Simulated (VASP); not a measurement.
# Mg3CdS4 (Pm-3m) in VASP: single point with PBE

Aim: the single point of Mg3CdS4 with PBE.

All numbers are computed with VASP 6.6.1; they aren't measurements. Logs are shortened: lines on timing, memory, paths and dates and some standing lists are left out, and cuts for length are marked.

## (1) The cell of the first run

It takes space group Pm-3m (No. 221, cubic). The conventional cell has a = 5.313 Å, b = 5.313 Å, c = 5.313 Å, α = 90.00°, β = 90.00°, γ = 90.00°. Mg (site symmetry 4/mmm) has 6 S at 2.66 Å within 3.5 Å. Within 3.5 Å of Cd (site symmetry m-3m) lie 6 S at 2.66 Å. Within 3.5 Å of S (site symmetry 4/mmm) lie 4 Mg at 2.66 Å and 2 Cd at 2.66 Å. S (site symmetry m-3m) has 6 Mg at 2.66 Å within 3.5 Å.

## (2) Single point, PBE

Input file POSCAR:

```
Mg3CdS4
1.0
    5.3134949000      0.0000000000      0.0000000000
    0.0000000000      5.3134949000      0.0000000000
    0.0000000000      0.0000000000      5.3134949000
Mg Cd S
3 1 4
Direct
    0.5000000000      0.0000000000      0.5000000000
    0.5000000000      0.5000000000      0.0000000000
    0.0000000000      0.5000000000      0.5000000000
    0.0000000000      0.0000000000      0.0000000000
    0.0000000000      0.5000000000      0.0000000000
    0.5000000000      0.5000000000      0.5000000000
    0.0000000000      0.0000000000      0.5000000000
    0.5000000000      0.0000000000      0.0000000000
```

Input file INCAR.step1:

```
SYSTEM = Mg3CdS4
ALGO     = Normal         ! electronic algorithm
EDIFF    = 1E-6           ! SCF threshold, eV
ENCUT    = 520            ! plane-wave cutoff, eV
GGA      = PE             ! functional
ISIF     = 2              ! what is computed and relaxed
ISMEAR   = 0              ! smearing method
LASPH    = .TRUE.         ! aspherical terms in the spheres
LCHARG   = .TRUE.         ! write CHGCAR
LREAL    = .FALSE.        ! projectors in reciprocal space
LWAVE    = .FALSE.        ! write WAVECAR
NBANDS   = 31             ! bands
NELM     = 100            ! most SCF steps
PREC     = Accurate       ! precision mode
SIGMA    = 0.02           ! smearing width, eV
```

Input file KPOINTS.step1:

```
k-points
0
G
  8 8 8
  0 0 0
```

Input file INCAR.step2:

```
SYSTEM = Mg3CdS4
ALGO     = Normal         ! electronic algorithm
EDIFF    = 1E-6           ! SCF threshold, eV
ENCUT    = 520            ! plane-wave cutoff, eV
GGA      = PE             ! functional
ICHARG   = 11             ! starting density
ISIF     = 2              ! what is computed and relaxed
ISMEAR   = -5             ! smearing method
LASPH    = .TRUE.         ! aspherical terms in the spheres
LCHARG   = .FALSE.        ! write CHGCAR
LORBIT   = 10             ! projections on sites
LREAL    = .FALSE.        ! projectors in reciprocal space
LWAVE    = .FALSE.        ! write WAVECAR
NBANDS   = 31             ! bands
NEDOS    = 1001           ! points of the DOS
NELM     = 100            ! most SCF steps
PREC     = Accurate       ! precision mode
SIGMA    = 0.02           ! smearing width, eV
```

Input file KPOINTS.step2:

```
k-points
0
G
  12 12 12
  0 0 0
```

Potentials or basis: VASP PAW PBE potentials, release 64 (Mg, Cd, S).

Command:

```bash
$ cat potpaw_PBE.64/Mg/POTCAR potpaw_PBE.64/Cd/POTCAR potpaw_PBE.64/S/POTCAR > POTCAR
$ cp INCAR.step1 INCAR
$ cp KPOINTS.step1 KPOINTS
$ mpirun -np 1 vasp_std > vasp.out
$ cp INCAR.step2 INCAR
$ cp KPOINTS.step2 KPOINTS
$ mpirun -np 1 vasp_std > vasp.out
```

OUTCAR:

```text
SYSTEM = Mg3CdS4
   EDIFF = 1E-6
   ENCUT = 520
   GGA = PE
   ICHARG = 11
   ISIF = 2
   ISMEAR = -5
   LASPH = .TRUE.
   LORBIT = 10
   LREAL = .FALSE.
   NELM = 100
   PREC = Accurate

 ion  position               nearest neighbor table
   1  0.500  0.000  0.500-   6 2.66   7 2.66   8 2.66   8 2.66   6 2.66   7 2.66
   2  0.500  0.500  0.000-   5 2.66   6 2.66   8 2.66   6 2.66   8 2.66   5 2.66
   3  0.000  0.500  0.500-   5 2.66   6 2.66   7 2.66   5 2.66   7 2.66   6 2.66
   4  0.000  0.000  0.000-   5 2.66   7 2.66   8 2.66   7 2.66   5 2.66   8 2.66
   5  0.000  0.500  0.000-   2 2.66   3 2.66   4 2.66   3 2.66   4 2.66   2 2.66
   6  0.500  0.500  0.500-   1 2.66   2 2.66   3 2.66   2 2.66   1 2.66   3 2.66
   7  0.000  0.000  0.500-   1 2.66   3 2.66   4 2.66   4 2.66   3 2.66   1 2.66
   8  0.500  0.000  0.000-   1 2.66   2 2.66   4 2.66   1 2.66   2 2.66   4 2.66

  LATTYP: Found a simple cubic cell.
 ALAT       =     5.3134949000

  Lattice vectors:

 A1 = (   5.3134949000,   0.0000000000,   0.0000000000)
 A2 = (   0.0000000000,   5.3134949000,   0.0000000000)
 A3 = (   0.0000000000,   0.0000000000,   5.3134949000)

Analysis of symmetry for initial positions (statically):
=====================================================================
 Subroutine PRICEL returns:
 Original cell was already a primitive cell.

 Routine SETGRP: Setting up the symmetry group for a
 simple cubic supercell.

 Subroutine GETGRP returns: Found 48 space group operations
 (whereof 48 operations were pure point group operations)
 out of a pool of 48 trial point group operations.

The static configuration has the point symmetry O_h .

Analysis of symmetry for dynamics (positions and initial velocities):
=====================================================================
 Subroutine PRICEL returns:
 Original cell was already a primitive cell.

 Routine SETGRP: Setting up the symmetry group for a
 simple cubic supercell.

 Subroutine GETGRP returns: Found 48 space group operations
 (whereof 48 operations were pure point group operations)
 out of a pool of 48 trial point group operations.

The dynamic configuration has the point symmetry O_h .

 Subroutine INISYM returns: Found 48 space group operations
 (whereof 48 operations are pure point group operations),
 and found     1 'primitive' translations

----------------------------------------------------------------------------------------

                                     Primitive cell

  volume of cell :     150.0171

  direct lattice vectors                    reciprocal lattice vectors
     5.313494900  0.000000000  0.000000000     0.188200049  0.000000000  0.000000000
     0.000000000  5.313494900  0.000000000     0.000000000  0.188200049  0.000000000
     0.000000000  0.000000000  5.313494900     0.000000000  0.000000000  0.188200049

  length of vectors
     5.313494900  5.313494900  5.313494900     0.188200049  0.188200049  0.188200049

  position of ions in fractional coordinates (direct lattice)
     0.500000000  0.000000000  0.500000000
     0.500000000  0.500000000  0.000000000
     0.000000000  0.500000000  0.500000000
     0.000000000  0.000000000  0.000000000
     0.000000000  0.500000000  0.000000000
     0.500000000  0.500000000  0.500000000
     0.000000000  0.000000000  0.500000000
     0.500000000  0.000000000  0.000000000

  ion indices of the primitive-cell ions
   primitive index   ion index
                 1           1
                 2           2
                 3           3
                 4           4
                 5           5
                 6           6
                 7           7
                 8           8

----------------------------------------------------------------------------------------

 KPOINTS: k-points

Automatic generation of k-mesh.
 Grid dimensions read from file:
 generate k-points for:   12   12   12

 Generating k-lattice:

  Cartesian coordinates                     Fractional coordinates (reciprocal lattice)
     0.015683337  0.000000000  0.000000000     0.083333333  0.000000000  0.000000000
     0.000000000  0.015683337  0.000000000     0.000000000  0.083333333  0.000000000
     0.000000000  0.000000000  0.015683337     0.000000000  0.000000000  0.083333333

  Length of vectors
     0.015683337  0.015683337  0.015683337

  Shift w.r.t. Gamma in fractional coordinates (k-lattice)
     0.000000000  0.000000000  0.000000000

 TETIRR: Found    854 inequivalent tetrahedra from    10368

 Subroutine IBZKPT returns following result:
 ===========================================

 Found     84 irreducible k-points:

 Following reciprocal coordinates:
            Coordinates               Weight
  0.000000  0.000000  0.000000      1.000000
  0.083333  0.000000  0.000000      6.000000
  0.166667  0.000000  0.000000      6.000000
  0.250000  0.000000  0.000000      6.000000
  0.333333  0.000000  0.000000      6.000000
  0.416667  0.000000  0.000000      6.000000
[... 16 lines left out ...]
  0.333333  0.333333  0.000000     12.000000
  0.416667  0.333333  0.000000     24.000000
 [... further k-points ...]
   k-points           NKPTS =     84   k-points in BZ     NKDIM =     84   number of bands    NBANDS=     31
   number of dos      NEDOS =   1001   number of ions     NIONS =      8
   total plane-waves  NPLWV =  64000
   dimension x,y,z NGX =    40 NGY =   40 NGZ =   40
   dimension x,y,z NGXF=    80 NGYF=   80 NGZF=   80
   ions per type =               3   1   4
   NGX,Y,Z   is equivalent  to a cutoff of  12.51, 12.51, 12.51 a.u.
   NGXF,Y,Z  is equivalent  to a cutoff of  25.03, 25.03, 25.03 a.u.
 SYSTEM =  Mg3CdS4
   PREC   = accura    normal or accurate (medium, high low for compatibility)
   ISTART =      0    job   : 0-new  1-cont  2-samecut
   ICHARG =     11    charge: 1-file 2-atom 10-const
   ISPIN  =      1    spin polarized calculation?
   LNONCOLLINEAR =      F non collinear calculations
   LSORBIT =      F    spin-orbit coupling
   LASPH  =      T    aspherical Exc in radial PAW
   ENCUT  =  520.0 eV  38.22 Ry    6.18 a.u.   9.88  9.88  9.88*2*pi/ulx,y,z
   NELM   =    100;   NELMIN=  2; NELMDL=  0     # of ELM steps
   EDIFF  = 0.1E-05   stopping-criterion for ELM
   LREAL  =      F    real-space projection
   EDIFFG = 0.1E-04   stopping-criterion for IOM
   NSW    =      0    number of steps for IOM
   IBRION =     -1    ionic relax: 0-MD 1-quasi-New 2-CG
   NFREE  =      0    steps in history (QN), initial steepest desc. (CG)
   ISIF   =      2    stress and relaxation
   ISYM   =      2    0-nonsym 1-usesym 2-fastsym
   POTIM  = 0.5000    time-step for ionic-motion
   TEBEG  =    0.0;   TEEND  =   0.0 temperature during run
   PSTRESS=    0.0 pullay stress
   NELECT =      42.0000    total number of electrons
   NUPDOWN=      -1.0000    fix difference up-down
   EMIN   =  10.00;   EMAX   =-10.00  energy-range for DOS
   EFERMI =   0.00;   METHOD = LEGACY
   ISMEAR =    -5;   SIGMA  =   0.02  broadening in eV -4-tet -1-fermi 0-gaus
   EFERMI_NEDOS =   21; number of points for ismear=-14 and -15
   IALGO  =     38    algorithm
   IMIX   =      4    mixing-type and parameters
     AMIX     =   0.40;   BMIX     =  1.00
     AMIX_MAG =   1.60;   BMIX_MAG =  1.00
  volume/ion in A,a.u.               =      18.75       126.55
  Fermi-wavevector in a.u.,A,eV,Ry     =   1.070971  2.023841 15.605591  1.146979
  Thomas-Fermi vector in A             =   2.206697
   LORBIT       =     10    0 simple, 1 ext, 2 COOP (PROOUT), +10 PAW based schemes
   GGA     = PE    functional components
   LHFCALC =     F    Hartree Fock is set to
   AEXX    =    0.0000 exact exchange contribution
   IVDW    =     0    specifies the selected vdW correction
   LEPSILON=     F    determine dielectric tensor
   LRPA    =     F    only Hartree local field effects (RPA)
 non-spin polarized calculation
 Fermi weights with tetrahedron method with Bloechl corrections
  energy-cutoff  :      520.00
  volume of cell :      150.02
 maximum number of plane-waves:      4076
 NGX is ok and might be reduce to    40

 number of electron      42.0000015 magnetization

 Free energy of the ion-electron system (eV)
  ---------------------------------------------------
  ext. energy  EPLUGINS =         0.00000000
  ---------------------------------------------------
  free energy    TOTEN  =       -31.18517048 eV

  energy without entropy =      -31.18517048  energy(sigma->0) =      -31.18517048

 E-fermi :   3.8182     XC(G=0):  -9.7833

 val. band max:        3.8091583846   @ k =   0.5000   0.5000   0.5000
 cond. band min:       4.3181568021   @ k =   0.0000   0.0000   0.0000
 fundamental gap:      0.5089984175
 Fermi energy:         3.8181983453

 k-point     1 :       0.0000    0.0000    0.0000
  band No.  band energies     occupation
      1      -9.2709      2.00000
      2      -8.0196      2.00000
      3      -8.0196      2.00000
      4      -7.7293      2.00000
      5      -3.8697      2.00000
      6      -3.8697      2.00000
[... 23 lines left out ...]
     30      11.6588      0.00000
     31      11.6588      0.00000

 k-point     2 :       0.0833    0.0000    0.0000
  band No.  band energies     occupation
      1      -9.2495      2.00000
      2      -8.0267      2.00000
      3      -8.0175      2.00000
      4      -7.7366      2.00000
      5      -3.8731      2.00000
      6      -3.8731      2.00000
[... 23 lines left out ...]
     30      11.7044      0.00000
     31      11.7044      0.00000

 k-point     3 :       0.1667    0.0000    0.0000
  band No.  band energies     occupation
      1      -9.1866      2.00000
      2      -8.0600      2.00000
      3      -8.0116      2.00000
      4      -7.7467      2.00000
      5      -3.8822      2.00000
      6      -3.8822      2.00000
[... 23 lines left out ...]
     30      11.8381      0.00000
     31      11.8381      0.00000

 k-point     4 :       0.2500    0.0000    0.0000
  band No.  band energies     occupation
      1      -9.0859      2.00000
      2      -8.1403      2.00000
      3      -8.0034      2.00000
      4      -7.7392      2.00000
      5      -3.8944      2.00000
      6      -3.8944      2.00000
[... 635 lines left out ...]
     30      10.1164      0.00000
     31      10.2359      0.00000

 k-point    23 :       0.3333    0.3333    0.0000
  band No.  band energies     occupation
      1      -8.6723      2.00000
      2      -8.1449      2.00000
      3      -8.1044      2.00000
      4      -7.8490      2.00000
      5      -4.1468      2.00000
      6      -3.9451      2.00000
[... 23 lines left out ...]
     30      10.4723      0.00000
     31      10.5524      0.00000

 k-point    24 :       0.4167    0.3333    0.0000
  band No.  band energies     occupation
      1      -8.5435      2.00000
      2      -8.2360      2.00000
      3      -8.0748      2.00000
      4      -7.8751      2.00000
      5      -4.2206      2.00000
      6      -3.9540      2.00000
[... 23 lines left out ...]
     30      10.5249      0.00000
     31      10.5804      0.00000

 [... further k-points ...]
[... 5 lines left out ...]
  --------------------------------------------------------------------------------------
  -------------------------------------------------------------------------------------
  Total       -0.0799127     -0.0799127     -0.0799127     -0.0000000     -0.0000000      0.0000000
  in kB       -0.8534645     -0.8534645     -0.8534645     -0.0000000     -0.0000000      0.0000000
  external PRESSURE =      -0.8534645 kB  Pullay stress =       0.0000000 kB

 VOLUME and BASIS-vectors are now :
 -----------------------------------------------------------------------------
  energy-cutoff  :      520.00
  volume of cell :      150.02
      direct lattice vectors                 reciprocal lattice vectors
     5.313494900  0.000000000  0.000000000     0.188200049  0.000000000  0.000000000
     0.000000000  5.313494900  0.000000000     0.000000000  0.188200049  0.000000000
     0.000000000  0.000000000  5.313494900     0.000000000  0.000000000  0.188200049

 POSITION                                       TOTAL-FORCE (eV/Angst)
 -----------------------------------------------------------------------------------
      2.65675      0.00000      2.65675         0.000000      0.000000      0.000000
      2.65675      2.65675      0.00000         0.000000      0.000000      0.000000
      0.00000      2.65675      2.65675         0.000000      0.000000      0.000000
      0.00000      0.00000      0.00000         0.000000      0.000000      0.000000
      0.00000      2.65675      0.00000         0.000000      0.000000      0.000000
      2.65675      2.65675      2.65675         0.000000      0.000000      0.000000
      0.00000      0.00000      2.65675         0.000000      0.000000      0.000000
      2.65675      0.00000      0.00000         0.000000      0.000000      0.000000
 -----------------------------------------------------------------------------------
    total drift:                               -0.000000      0.000000      0.000000

  FREE ENERGIE OF THE ION-ELECTRON SYSTEM (eV)
  ---------------------------------------------------
  free  energy   TOTEN  =       -31.1851704838 eV

  energy  without entropy=      -31.1851704838  energy(sigma->0) =      -31.18517048

 total charge

# of ion       s       p       d       tot
------------------------------------------
    1        0.133   0.114   0.034   0.281
    2        0.133   0.114   0.034   0.281
    3        0.133   0.114   0.034   0.281
    4        0.383   0.294   9.593  10.269
    5        1.323   2.454   0.000   3.776
    6        1.315   2.471   0.000   3.786
    7        1.323   2.454   0.000   3.776
    8        1.323   2.454   0.000   3.776
--------------------------------------------------
tot          6.063  10.469   9.693  26.226
```

Run time: 2.1 min. Hardware: 1 thread of Intel Xeon 6975P-C (Granite Rapids), shared host; peak memory 0.48 GiB.

What came out:

```yaml
Valence_electrons_inside_the_program's_atomic_spheres: Mg 0.28; Cd 10.27; S 3.78, 3.79 (each value once)
```

Levels at points of the mesh, in eV from the valence-band top:
| k point | band 17 | band 18 | band 19 | band 20 | band 21 | band 22 | band 23 | band 24 | band 25 | band 26 |
| --- | --- | --- | --- | --- | --- | --- | --- | --- | --- | --- |
| (0.00, 0.00, 0.00) | -2.21 | -2.21 | -0.70 | -0.70 | -0.70 | 0.51 | 2.00 | 2.00 | 2.50 | 4.35 |
| (0.50, 0.00, 0.00) | -2.85 | -1.63 | -1.63 | -1.46 | -1.46 | 3.59 | 4.07 | 4.25 | 4.35 | 5.10 |
| (0.50, 0.50, 0.00) | -2.58 | -1.22 | -1.22 | -1.22 | -0.04 | 4.69 | 4.82 | 4.82 | 4.98 | 6.09 |
| (0.50, 0.50, 0.50) | -1.08 | -1.08 | -1.08 | 0.00 | 0.00 | 3.70 | 3.70 | 3.70 | 3.80 | 6.03 |
